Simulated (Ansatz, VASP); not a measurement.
**CsNi2 in VASP and in Ansatz**

```xyz
3
Lattice="-1.6723 1.6723 6.0911 1.6723 -1.6723 6.0911 1.6723 1.6723 -6.0911" Properties=species:S:1:pos:R:3 pbc="T T T"
Cs    0.0000    0.0000    0.0000
Ni    0.0000    0.0000    3.2627
Ni    0.0000    0.0000    8.9195
```

Alike in both runs: task relaxation of cell and atoms; functional PBE; k mesh 8 × 8 × 8; occupations gaussian, width 0.1 eV; no spin polarisation.

|  | VASP | Ansatz |
| --- | --- | --- |
| version | VASP 6.6.1 | Ansatz 0.2.0 |
| potentials or method | VASP PAW PBE potentials, release 64 (Cs_sv, Ni), cutoff 600 eV | scalar-relativistic, plane waves, PAW |
| valence electrons in the cell | 29 | 45 |

|  | VASP | Ansatz | Ansatz less VASP |
| --- | --- | --- | --- |
| gap on the k mesh at the Fermi level, each at its own relaxed structure (eV) | none | none | - |
| relaxed volume (Å³/atom) | 22.64 | 22.57 | -0.068 |
| relaxed length of the cell vector where the two differ most in proportion (Å) | 6.478 | 6.469 | -0.0084 |

A gap of «none» marks a metal or a gap that the smearing closes. VASP's potentials hold 29 valence electrons a cell and Ansatz's 45, so a difference there can come from the potentials and not from the codes.

Spin-orbit coupling is off throughout.
